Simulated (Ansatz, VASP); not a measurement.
**One calculation of Ti, two programs**

INCAR

```
SYSTEM = Ti
PREC     = Accurate       ! precision mode
ENCUT    = 600            ! plane-wave cutoff, eV
EDIFF    = 1E-6           ! SCF threshold, eV
ISMEAR   = -1             ! smearing method
SIGMA    = 0.05           ! smearing width, eV
LREAL    = .FALSE.        ! projectors in reciprocal space
LASPH    = .TRUE.         ! aspherical terms in the spheres
NELM     = 80             ! most SCF steps
ALGO     = Normal         ! electronic algorithm
ISIF     = 3              ! what is computed and relaxed
LWAVE    = .FALSE.        ! write WAVECAR
LCHARG   = .FALSE.        ! write CHGCAR
GGA      = B5             ! functional
ALDAX    = 1.0          
AGGAX    = 1.0          
AGGAC    = 1.0          
ALDAC    = 0.0          
IBRION   = 2              ! ionic algorithm
NSW      = 60             ! ionic steps
EDIFFG   = -0.01          ! ionic threshold
```

KPOINTS

```
regular mesh
0
G
  7 7 9
  0 0 0
```

The input POSCAR:

```
Ti
1.0
    4.5673748306      0.0000000000      0.0000000000
   -2.2836874153      3.9554626319      0.0000000000
    0.0000000000      0.0000000000      2.8262442700
Ti
3
Direct
    0.6666666667      0.3333333333      0.5000000000
    0.3333333333      0.6666666667      0.5000000000
    0.0000000000      0.0000000000      0.0000000000
```

The input input.yaml:

```yaml
crystal:
  lattice:
    - [4.5673748306, 0.0, 0.0]
    - [-2.2836874153, 3.9554626319, 0.0]
    - [0.0, 0.0, 2.82624427]
  atoms:
    - { symbol: Ti, position: [0.6666666667, 0.3333333333, 0.5] }
    - { symbol: Ti, position: [0.3333333333, 0.6666666667, 0.5] }
    - { symbol: Ti, position: [0.0, 0.0, 0.0] }
hamiltonian:
  xc: blyp
  pseudopotentials: { kind: paw }
kpoints:
  mp_grid: { grid: [7, 7, 9] }
scf:
  occupations: { method: fermi_dirac, width: 0.05 }
output:
  forces: true
  stress: true
  eigenvalues: true
relax:
  f_tol: 0.01
  max_steps: 40
  cell: { stress_tol: 0.05 }
```

Alike in both runs: task relaxation of cell and atoms; functional BLYP; k mesh 7 × 7 × 9; occupations fermi-dirac, width 0.05 eV; no spin polarisation.

```csv
,VASP,Ansatz
version,VASP 6.6.1,Ansatz 0.2.0
potentials or method,"VASP PAW PBE potentials, release 64 (Ti_sv)",Ansatz PAW
plane-wave cutoff (eV),600,420
valence electrons in the cell,36,36
```

```tsv
	VASP	Ansatz	Ansatz less VASP
gap on the k mesh at the Fermi level, each at its own relaxed structure (eV)	none	none	-
relaxed volume (Å³/atom)	17.55	17.54	-0.009
relaxed cell length with the largest relative difference (Å)	2.857	2.856	-0.0005
```

VASP's potentials were made for PBE, not for BLYP. A gap of «none» marks a metal or a gap that the smearing closes.

Noted on Ansatz's run: the plane-wave basis is chosen anew once the cell has moved, so the energies of steps on either side of that aren't comparable.
